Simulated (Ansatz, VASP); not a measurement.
**C in VASP and in Ansatz**

```xyz
4
Lattice="1.2224 0.7058 6.9013 -1.2224 0.7058 6.9013 0.0000 -1.4115 6.9013" Properties=species:S:1:pos:R:3 pbc="T T T"
C     0.0000    0.0000   19.0422
C     0.0000    0.0000    5.2391
C     0.0000    0.0000   15.4649
C     0.0000    0.0000    1.6618
```

Alike in both runs: functional LDA; k mesh 18 × 18 × 18; occupations gaussian, width 0.01 eV; no spin polarisation.

Ansatz relaxed the structure, and its values are those at the end. VASP's run is a single point on that final structure, the one shown.

```csv
,VASP,Ansatz
version,VASP 6.6.1,Ansatz 0.2.0
potentials or method,"VASP PAW LDA potentials, release 64 (C), cutoff 520 eV","scalar-relativistic, plane waves, PAW"
valence electrons in the cell,16,16
```

```csv
,VASP,Ansatz,Ansatz less VASP
gap on the k mesh at the Fermi level (eV),0.23,0.23,0.000
least direct gap on the mesh (eV),0.23,0.23,0.000
pressure (GPa),0.8,0.0,-0.78
```

LDA's correlation is that of Perdew and Zunger in VASP and of Perdew and Wang (1992) in Ansatz.
